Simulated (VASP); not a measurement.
Here is a VASP 6.6.1 calculation.

Contents of INCAR:

```
ALGO = Fast ; EDIFF = 1E-6
ENCUT = 520 ; GGA = PS
ISIF = 2 ; ISMEAR = 0
LASPH = True ; LCHARG = False
LREAL = False ; LWAVE = False
NBANDS = 12 ; NELM = 80
PREC = Accurate ; SIGMA = 0.15
```

Contents of KPOINTS:

```
k-points
0
Gamma
  24 24 24
```

File POSCAR:

```
Ga
1.0
   -1.3829400000      1.3829400000      2.2624350000
    1.3829400000     -1.3829400000      2.2624350000
    1.3829400000      1.3829400000     -2.2624350000
Ga
1
Direct
    0.0000000000      0.0000000000      0.0000000000
```

Potentials or basis: VASP PAW PBE potentials, release 64 (Ga_d).

Run with:

```sh
$ cat potpaw_PBE.64/Ga_d/POTCAR > POTCAR
$ mpirun -np 1 vasp_std > vasp.out
```

Estimate the pressure.

1.6 GPa.

What does it give for the band gap on the k mesh?

Zero (an odd number of electrons rules out a gap without spin polarisation).

Stress tensor (GPa, compression positive):
```
1.79 0.00 0.00
0.00 1.79 0.00
0.00 0.00 1.16
```

Caveat: the cell differs from its parent crystal (strain -0.015 along x and y, +0.015 along z); the PAW data sets were made with another functional, which shifts forces and pressure a little.
